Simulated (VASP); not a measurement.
# Ti (Fd-3m) in VASP: a series of runs

Ti is run at these levels: PBE; tasks: single point, relaxation of cell and atoms.

Everything below comes from runs of VASP 6.6.1. Logs are shortened: lines on timing, memory, paths and dates and some standing lists are left out, and cuts for length are marked.

**1. The cell of the first run**

It takes space group Fd-3m (No. 227, cubic). Conventional cell: a = 4.013 Å, b = 4.013 Å, c = 4.013 Å, α = 90.00°, β = 90.00°, γ = 90.00°. Ti (site symmetry -43m) has 4 Ti at 1.74 Å within 2.3 Å.

**2. Single point, PBE**

File INCAR:

```
  PREC = Accurate
  ENCUT = 520
  EDIFF = 1E-6
  ISMEAR = -1
  SIGMA = 0.05
  LREAL = F
  LASPH = T
  NELM = 80
  ALGO = Normal
  ISIF = 2
  LWAVE = F
  LCHARG = T
  GGA = PE
  LELF = T
  LVHAR = T
  NBANDS = 19
```

File KPOINTS:

```
regular mesh
0
Gamma
  16 16 16
```

File POSCAR:

```
Ti
1.0
    0.0000000000      2.0066127123      2.0066127123
    2.0066127123      0.0000000000      2.0066127123
    2.0066127123      2.0066127123      0.0000000000
Ti
2
Direct
   -0.1250000000     -0.1250000000     -0.1250000000
    0.1250000000      0.1250000000      0.1250000000
```

Potentials or basis: VASP PAW PBE potentials, release 64 (Ti_sv).

Started as:

```bash
$ cat potpaw_PBE.64/Ti_sv/POTCAR > POTCAR
$ mpirun -np 1 vasp_std > vasp.out
```

OUTCAR:

```text
PREC = Accurate
   ENCUT = 520
   EDIFF = 1E-6
   ISMEAR = -1
   LREAL = F
   LASPH = T
   NELM = 80
   ISIF = 2
   GGA = PE

 ion  position               nearest neighbor table
   1  0.875  0.875  0.875-   2 1.74   2 1.74   2 1.74   2 1.74
   2  0.125  0.125  0.125-   1 1.74   1 1.74   1 1.74   1 1.74

  LATTYP: Found a face centered cubic cell.
 ALAT       =     4.0132254246

  Lattice vectors:

 A1 = (   0.0000000000,   2.0066127123,   2.0066127123)
 A2 = (   2.0066127123,   0.0000000000,   2.0066127123)
 A3 = (   2.0066127123,   2.0066127123,   0.0000000000)

Analysis of symmetry for initial positions (statically):
=====================================================================
 Subroutine PRICEL returns:
 Original cell was already a primitive cell.

 Routine SETGRP: Setting up the symmetry group for a
 face centered cubic supercell.

 Subroutine GETGRP returns: Found 48 space group operations
 (whereof 12 operations were pure point group operations)
 out of a pool of 48 trial point group operations.

The static configuration has the point symmetry D_3d.
 The point group associated with its full space group is O_h .

Analysis of symmetry for dynamics (positions and initial velocities):
=====================================================================
 Subroutine PRICEL returns:
 Original cell was already a primitive cell.

 Routine SETGRP: Setting up the symmetry group for a
 face centered cubic supercell.

 Subroutine GETGRP returns: Found 48 space group operations
 (whereof 12 operations were pure point group operations)
 out of a pool of 48 trial point group operations.

The dynamic configuration has the point symmetry D_3d.
 The point group associated with its full space group is O_h .

 Subroutine INISYM returns: Found 48 space group operations
 (whereof 12 operations are pure point group operations),
 and found     1 'primitive' translations

----------------------------------------------------------------------------------------

                                     Primitive cell

  volume of cell :      16.1592

  direct lattice vectors                    reciprocal lattice vectors
     0.000000000  2.006612712  2.006612712    -0.249176135  0.249176135  0.249176135
     2.006612712  0.000000000  2.006612712     0.249176135 -0.249176135  0.249176135
     2.006612712  2.006612712  0.000000000     0.249176135  0.249176135 -0.249176135

  length of vectors
     2.837778912  2.837778912  2.837778912     0.431585726  0.431585726  0.431585726

  position of ions in fractional coordinates (direct lattice)
     0.875000000  0.875000000  0.875000000
     0.125000000  0.125000000  0.125000000

  ion indices of the primitive-cell ions
   primitive index   ion index
                 1           1
                 2           2

----------------------------------------------------------------------------------------

 KPOINTS: regular mesh

Automatic generation of k-mesh.
 Grid dimensions read from file:
 generate k-points for:   16   16   16

 Generating k-lattice:

  Cartesian coordinates                     Fractional coordinates (reciprocal lattice)
    -0.015573508  0.015573508  0.015573508     0.062500000  0.000000000  0.000000000
     0.015573508 -0.015573508  0.015573508     0.000000000  0.062500000  0.000000000
     0.015573508  0.015573508 -0.015573508     0.000000000  0.000000000  0.062500000

  Length of vectors
     0.026974108  0.026974108  0.026974108

  Shift w.r.t. Gamma in fractional coordinates (k-lattice)
     0.000000000  0.000000000  0.000000000

 Subroutine IBZKPT returns following result:
 ===========================================

 Found    145 irreducible k-points:

 Following reciprocal coordinates:
            Coordinates               Weight
  0.000000  0.000000  0.000000      1.000000
  0.062500  0.000000  0.000000      8.000000
  0.125000  0.000000  0.000000      8.000000
  0.187500  0.000000  0.000000      8.000000
  0.250000  0.000000  0.000000      8.000000
  0.312500  0.000000  0.000000      8.000000
[... 16 lines left out ...]
[... 51 lines left out ...]
      1     -40.2218      2.00000
      2     -34.5566      2.00000
      3     -17.2953      2.00000
      4     -17.2953      2.00000
      5     -16.6631      2.00000
      6     -10.3543      2.00000
[... 11 lines left out ...]
     18      29.5067      0.00000
     19      29.5067      0.00000

 k-point     7 :       0.3750    0.0000    0.0000
  band No.  band energies     occupation
      1     -39.8940      2.00000
      2     -35.0607      2.00000
      3     -17.4309      2.00000
      4     -17.4309      2.00000
      5     -16.7205      2.00000
      6     -10.1561      2.00000
[... 11 lines left out ...]
     18      29.2346      0.00000
     19      29.2346      0.00000

 k-point     8 :       0.4375    0.0000    0.0000
  band No.  band energies     occupation
      1     -39.6347      2.00000
      2     -35.4354      2.00000
      3     -17.5175      2.00000
      4     -17.5175      2.00000
      5     -16.7646      2.00000
      6     -10.0284      2.00000
[... 256 lines left out ...]
 k-point    20 :      -0.3125    0.0625    0.0000
  band No.  band energies     occupation
      1     -40.0702      2.00000
      2     -34.7924      2.00000
      3     -17.6735      2.00000
      4     -17.3046      2.00000
      5     -16.3820      2.00000
      6     -10.3676      2.00000
[... 11 lines left out ...]
     18      28.6579      0.00000
     19      29.9514      0.00000

 k-point    21 :      -0.2500    0.0625    0.0000
  band No.  band energies     occupation
      1     -40.4035      2.00000
      2     -34.2594      2.00000
      3     -17.4940      2.00000
      4     -17.1284      2.00000
      5     -16.3765      2.00000
      6     -10.6136      2.00000
[... 11 lines left out ...]
     18      28.9496      0.00000
     19      30.1488      0.00000

 k-point    22 :      -0.1875    0.0625    0.0000
  band No.  band energies     occupation
      1     -40.7040      2.00000
      2     -33.7416      2.00000
      3     -17.2752      2.00000
      4     -16.9442      2.00000
      5     -16.3978      2.00000
      6     -10.8803      2.00000
[... 11 lines left out ...]
     18      29.2147      0.00000
     19      30.2281      0.00000

 k-point    23 :      -0.1250    0.0625    0.0000
  band No.  band energies     occupation
      1     -40.9427      2.00000
      2     -33.3008      2.00000
      3     -17.0403      2.00000
      4     -16.7819      2.00000
      5     -16.4512      2.00000
      6     -11.1033      2.00000
[... 11 lines left out ...]
     18      29.4619      0.00000
     19      30.2041      0.00000

 k-point    24 :      -0.0625    0.0625    0.0000
  band No.  band energies     occupation
      1     -41.1037      2.00000
      2     -32.9869      2.00000
      3     -16.8182      2.00000
      4     -16.6746      2.00000
      5     -16.5267      2.00000
      6     -11.2375      2.00000
[... 11 lines left out ...]
     18      29.7017      0.00000
     19      30.0950      0.00000

 [... further k-points ...]

------------------------ aborting loop because EDIFF is reached ----------------------------------------

  FORCE on cell =-STRESS in cart. coord.  units (eV):
  Direction    XX          YY          ZZ          XY          YZ          ZX
  --------------------------------------------------------------------------------------
  -------------------------------------------------------------------------------------
  Total       41.0268329     41.0268329     41.0268329     -0.0000000      0.0000000      0.0000000
  in kB     4067.7841627   4067.7841627   4067.7841627     -0.0000000      0.0000000      0.0000000
  external PRESSURE =    4067.7841627 kB  Pullay stress =       0.0000000 kB

 VOLUME and BASIS-vectors are now :
 -----------------------------------------------------------------------------
  energy-cutoff  :      520.00
  volume of cell :       16.16
      direct lattice vectors                 reciprocal lattice vectors
     0.000000000  2.006612712  2.006612712    -0.249176135  0.249176135  0.249176135
     2.006612712  0.000000000  2.006612712     0.249176135 -0.249176135  0.249176135
     2.006612712  2.006612712  0.000000000     0.249176135  0.249176135 -0.249176135

 POSITION                                       TOTAL-FORCE (eV/Angst)
 -----------------------------------------------------------------------------------
      3.51157      3.51157      3.51157         0.000000      0.000000      0.000000
      0.50165      0.50165      0.50165        -0.000000     -0.000000     -0.000000
 -----------------------------------------------------------------------------------
    total drift:                                0.000000      0.000000      0.000000

  FREE ENERGIE OF THE ION-ELECTRON SYSTEM (eV)
  ---------------------------------------------------
  free  energy   TOTEN  =         1.3694922128 eV

  energy  without entropy=        1.3841371151  energy(sigma->0) =        1.37681466
```

Wall time 1.7 min (1 thread of AMD EPYC 7R13, shared host); peak memory 0.14 GiB.

What came out:

- Free energy: 1.3695 eV
- Pressure: 406.8 GPa
- Band gap on the k mesh: zero (band 12 reaches 21.63 eV, above the bottom of band 13 at 17.58 eV)

**3. Single point, PBE**

This run uses another cell than the first one, of 8.12 Å³/atom, 1.005 times its volume.

File INCAR:

```
PREC     = Accurate       # precision mode
ENCUT    = 520            # plane-wave cutoff, eV
EDIFF    = 1E-7           # SCF threshold, eV
ISMEAR   = -1             # smearing method
SIGMA    = 0.05           # smearing width, eV
LREAL    = False          # projectors in reciprocal space
LASPH    = True           # aspherical terms in the spheres
NELM     = 100            # most SCF steps
ALGO     = Normal         # electronic algorithm
ISIF     = 2              # what is computed and relaxed
LWAVE    = False          # write WAVECAR
LCHARG   = False          # write CHGCAR
GGA      = PE             # functional
NBANDS   = 19             # bands
```

File KPOINTS:

```
Automatic mesh
0
Gamma
  16 16 16
```

File POSCAR:

```
Ti
1.0
    0.0000000000      2.0101777585      2.0101777585
    2.0101777585      0.0000000000      2.0101777585
    2.0101777585      2.0101777585      0.0000000000
Ti
2
Direct
   -0.1250000000     -0.1250000000     -0.1250000000
    0.1250000000      0.1250000000      0.1250000000
```

Potentials or basis: VASP PAW PBE potentials, release 64 (Ti_sv).

Started as:

```bash
$ cat potpaw_PBE.64/Ti_sv/POTCAR > POTCAR
$ mpirun -np 1 vasp_std > vasp.out
```

Run time: 1.8 min. Hardware: 1 thread of AMD EPYC 7R13, shared host; peak memory 0.14 GiB.

The run converged. Its results:

* Free energy: 1.1526 eV
* Pressure: 398.6 GPa
* Band gap on the k mesh: zero (band 12 reaches 21.51 eV, above the bottom of band 13 at 17.50 eV)

Levels at points of the mesh, in eV from the Fermi level:
| k point | band 8 | band 9 | band 10 | band 11 | band 12 | band 13 | band 14 | band 15 | band 16 | band 17 |
| --- | --- | --- | --- | --- | --- | --- | --- | --- | --- | --- |
| (0.00, 0.00, 0.00) | -30.89 | -6.58 | -4.65 | -4.65 | -0.41 | -0.41 | -0.41 | 5.45 | 5.45 | 5.45 |
| (0.50, 0.00, 0.00) | -28.83 | -5.13 | -3.99 | -3.99 | -1.97 | -1.97 | -0.85 | 5.08 | 7.21 | 7.21 |
| (0.50, 0.50, 0.00) | -28.00 | -6.98 | -6.98 | -1.91 | -1.91 | 1.56 | 1.56 | 7.07 | 7.07 | 9.25 |

**4. Relaxation of cell and atoms, PBE, target pressure 350 GPa, at which the enthalpy is minimised**

This run uses another cell than the first one, of 7.56 Å³/atom, 0.935 times its volume.

File INCAR:

```
SYSTEM = Ti
ALGO = Normal
EDIFF = 1E-6
EDIFFG = -0.005
ENCUT = 600
GGA = PE
IBRION = 2
ISIF = 3
ISMEAR = -1
LASPH = .True.
LCHARG = .False.
LREAL = .False.
LWAVE = .False.
NELM = 60
NSW = 60
PREC = Accurate
PSTRESS = 3500.0
SIGMA = 0.05
```

File KPOINTS:

```
k-points
0
Gamma
  16 16 16
  0 0 0
```

File POSCAR:

```
Ti
1.0
    0.0000000000      1.9623357748      1.9623357748
    1.9623357748      0.0000000000      1.9623357748
    1.9623357748      1.9623357748      0.0000000000
Ti
2
Direct
   -0.1250000000     -0.1250000000     -0.1250000000
    0.1250000000      0.1250000000      0.1250000000
```

Started as:

```bash
$ cat potpaw_PBE.64/Ti_sv/POTCAR > POTCAR
$ mpirun -np 1 vasp_std > vasp.out
```

Wall time 2.5 min (1 thread of Intel Xeon 6975P-C, shared host); peak memory 0.17 GiB.

The run converged. Its results:

```
Free energy                                            : -0.1645 eV
Relaxed volume                                         : 8.41 Å³/atom
Relaxed cell                                           : a = 2.875 Å, b = 2.875 Å, c = 2.875 Å, α = 60.00°, β = 60.00°, γ = 60.00°
Space group after relaxing (to 0.05 Å)                 : Fd-3m (No. 227)
Energy change on relaxing (the enthalpy is what falls) : -2272.7 meV/atom
Ionic steps                                            : 5
Pressure after relaxing                                : 350.0 GPa
Band gap on the k mesh                                 : zero (band 12 reaches 20.77 eV, above the bottom of band 13 at 16.96 eV)
```

The path:
| step | energy change (eV) | largest force (eV/Å) | pressure (GPa) | volume (Å³) |
| --- | --- | --- | --- | --- |
| 1 | 0.0000 | 0.0000 | 521.21 | 15.11 |
| 2 | -15.1655 | 0.0000 | 4.10 | 40.55 |
| 3 | -7.1741 | 0.0000 | 256.17 | 18.21 |
| 4 | -4.8109 | 0.0000 | 340.40 | 16.93 |
| 5 | -4.5454 | 0.0000 | 349.97 | 16.81 |

Final structure:
```
CELL_PARAMETERS angstrom
0.00000 2.03321 2.03321
2.03321 0.00000 2.03321
2.03321 2.03321 0.00000
ATOMIC_POSITIONS crystal
Ti 0.87500 0.87500 0.87500
Ti 0.12500 0.12500 0.12500
```

Levels at points of the mesh, in eV from the Fermi level:
```
           k point  band 9  band 10  band 11  band 12  band 13  band 14  band 15  band 16
(0.00, 0.00, 0.00)   -6.57    -4.43    -4.43    -0.41    -0.41    -0.41     5.22     5.22
(0.50, 0.00, 0.00)   -4.99    -3.82    -3.82    -1.86    -1.86    -0.89     4.80     6.96
(0.50, 0.50, 0.00)   -6.77    -6.77    -1.80    -1.80     1.59     1.59     6.65     6.65
```

Caveat: the cell is relaxed towards a set pressure, so the enthalpy falls and the energy may rise.

**5. Relaxation of cell and atoms, PBE, target pressure 350 GPa, at which the enthalpy is minimised**

File INCAR:

```
SYSTEM = Ti
PREC     = Accurate       ! precision mode
ENCUT    = 600            ! plane-wave cutoff, eV
EDIFF    = 1E-7           ! SCF threshold, eV
ISMEAR   = -1             ! smearing method
SIGMA    = 0.05           ! smearing width, eV
LREAL    = .FALSE.        ! projectors in reciprocal space
LASPH    = .TRUE.         ! aspherical terms in the spheres
NELM     = 60             ! most SCF steps
ALGO     = Normal         ! electronic algorithm
ISIF     = 3              ! what is computed and relaxed
LWAVE    = .FALSE.        ! write WAVECAR
LCHARG   = .FALSE.        ! write CHGCAR
GGA      = PE             ! functional
IBRION   = 2              ! ionic algorithm
NSW      = 32             ! ionic steps
EDIFFG   = -0.005         ! ionic threshold
PSTRESS  = 3500.0
```

File KPOINTS:

```
Automatic mesh
0
G
  16 16 16
  0 0 0
```

File POSCAR:

```
Ti
1.0
    0.0000000000      2.0066127123      2.0066127123
    2.0066127123      0.0000000000      2.0066127123
    2.0066127123      2.0066127123      0.0000000000
Ti
2
Direct
   -0.1250000000     -0.1250000000     -0.1250000000
    0.1250000000      0.1250000000      0.1250000000
```

Started as:

```bash
$ cat potpaw_PBE.64/Ti_sv/POTCAR > POTCAR
$ mpirun -np 1 vasp_std > vasp.out
```

Run time: 3 min. Hardware: 1 thread of Intel Xeon 6975P-C, shared host; peak memory 0.18 GiB.

It converged, with:

* Free energy: -0.1662 eV
* Relaxed volume: 8.41 Å³/atom
* Relaxed cell: a = 2.875 Å, b = 2.875 Å, c = 2.875 Å, α = 60.00°, β = 60.00°, γ = 60.00°
* Space group after relaxing (to 0.05 Å): Fd-3m (No. 227)
* Energy change on relaxing (the enthalpy is what falls): -767.2 meV/atom
* Ionic steps: 15
* Pressure after relaxing: 350.0 GPa
* Band gap on the k mesh: zero (band 12 reaches 20.77 eV, above the bottom of band 13 at 16.96 eV)

The path:
```
step  energy change (eV)  largest force (eV/Å)  pressure (GPa)  volume (Å³)
   1              0.0000                0.0000          406.54        16.16
   2             -9.4162                0.0000           81.93        23.79
   3             -1.8570                0.0000          338.23        16.96
   4             -1.5445                0.0000          349.57        16.82
   5             -1.5155                0.0000          350.60        16.80
   6             -1.5170                0.0000          350.58        16.80
   7             -1.5215                0.0000          350.47        16.80
   8             -1.5216                0.0000          350.43        16.80
   9             -1.5217                0.0000          350.41        16.80
  10             -1.5219                0.0000          350.40        16.80
  11             -1.5223                0.0000          350.39        16.81
  12             -1.5231                0.0000          350.38        16.81
  13             -1.5247                0.0000          350.31        16.81
  14             -1.5280                0.0000          350.23        16.81
  15             -1.5345                0.0000          350.03        16.81
```

Final structure:
```yaml
crystal:
  lattice:
    - [0.00000, 2.03322, 2.03322]
    - [2.03322, 0.00000, 2.03322]
    - [2.03322, 2.03322, 0.00000]
  atoms:
    - { symbol: Ti, position: [0.87500, 0.87500, 0.87500] }
    - { symbol: Ti, position: [0.12500, 0.12500, 0.12500] }
```

Levels at points of the mesh, in eV from the Fermi level:
| k point | band 9 | band 10 | band 11 | band 12 | band 13 | band 14 | band 15 | band 16 |
| --- | --- | --- | --- | --- | --- | --- | --- | --- |
| (0.00, 0.00, 0.00) | -6.57 | -4.43 | -4.43 | -0.41 | -0.41 | -0.41 | 5.22 | 5.22 |
| (0.50, 0.00, 0.00) | -4.99 | -3.82 | -3.82 | -1.86 | -1.86 | -0.89 | 4.80 | 6.96 |
| (0.50, 0.50, 0.00) | -6.77 | -6.77 | -1.80 | -1.80 | 1.59 | 1.59 | 6.65 | 6.65 |

Caveat: the cell is relaxed towards a set pressure, so the enthalpy falls and the energy may rise.

**6. Overview**

```tsv
task	cell	cutoff (eV)	gap on the mesh (eV)	pressure (GPa)
single point	a = 2.838 Å, angles 60.0°, 2 atoms	520	none	406.8
single point	a = 2.843 Å, angles 60.0°, 2 atoms	520	none	398.6
relaxation of cell and atoms	relaxed to 350 GPa from a = 2.775 Å, angles 60.0°, 2 atoms	600	none	350.0
relaxation of cell and atoms	relaxed to 350 GPa from a = 2.838 Å, angles 60.0°, 2 atoms	600	none	350.0
```

Alike in all rows: level PBE; potentials or basis VASP PAW PBE potentials, release 64 (Ti_sv); no spin polarisation; k mesh 16 × 16 × 16; smearing fermi-dirac 0.05 eV.

Caveats: the cell is relaxed towards a set pressure, so the enthalpy falls and the energy may rise (some runs).

Total energies depend on the potentials used, so only differences within one code and one set of settings carry meaning.
